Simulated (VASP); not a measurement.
Here is a VASP 6.6.1 calculation.

Contents of INCAR:

```
PREC = Accurate ; ENCUT = 520
EDIFF = 1E-6 ; ISMEAR = 0
SIGMA = 0.02 ; LREAL = Auto
LASPH = T ; NELM = 80
ALGO = Normal ; ISIF = 2
LWAVE = F ; LCHARG = F
GGA = PE ; NBANDS = 48
```

The input KPOINTS:

```
regular mesh
0
Gamma
  2 2 2
```

File POSCAR:

```
Si
1.0
    0.0000000000      5.4300000000      5.4300000000
    5.4300000000      0.0000000000      5.4300000000
    5.4300000000      5.4300000000      0.0000000000
Si
17
Direct
    0.0036571823     -0.0029662063     -0.0031087477
    0.1322343462      0.1230700737      0.1225111418
    0.0036906077     -0.0031335175      0.5027802947
    0.1252287293      0.1262775322      0.6243942910
    0.0039121547      0.5033832413     -0.0036187845
    0.1253356354      0.6246369245      0.1262341621
    0.0003142726      0.4999691529      0.4998709945
    0.1253417127      0.6244783610      0.6239262431
    0.5008444751      0.0002849908     -0.0002667587
    0.6235053407      0.1230255985      0.1229769797
    0.4974037753     -0.0030153775      0.5029498158
    0.6234523020      0.1228069982      0.6310885820
    0.4975398711      0.5030717311     -0.0030345304
    0.6236058011      0.6316361878      0.1224369245
    0.4975616943      0.5029425414      0.5025883978
    0.6265247698      0.6246385820      0.6244916206
    0.7511193370      0.2501852670      0.2496305709
```

Potentials or basis: VASP PAW PBE potentials, release 64 (Si).

Launch:

```bash
$ cat potpaw_PBE.64/Si/POTCAR > POTCAR
$ mpirun -np 1 vasp_std > vasp.out
```

Question: Predict the band gap on the k mesh.

Answer: Zero (bands 34 and 35 overlap by 0.25 eV).

Question: Predict the largest force.

Answer: 0.022 eV/Å.

Forces on the atoms (eV/Å):
```
Si   0.005  0.000  0.007
Si  -0.003  0.004  0.005
Si   0.004 -0.005  0.008
Si   0.006 -0.013 -0.016
Si   0.002  0.004 -0.009
Si   0.001 -0.014 -0.015
Si   0.001 -0.002 -0.004
Si   0.014 -0.001 -0.009
Si  -0.002  0.000 -0.001
Si  -0.009 -0.006 -0.005
Si  -0.005  0.007  0.014
Si   0.003  0.006 -0.001
Si  -0.007  0.008  0.012
Si   0.000  0.001  0.005
Si  -0.004  0.011  0.013
Si  -0.010  0.004 -0.003
Si   0.006 -0.003 -0.001
```

Caveat: the k points lie up to 0.50 Å⁻¹ apart.
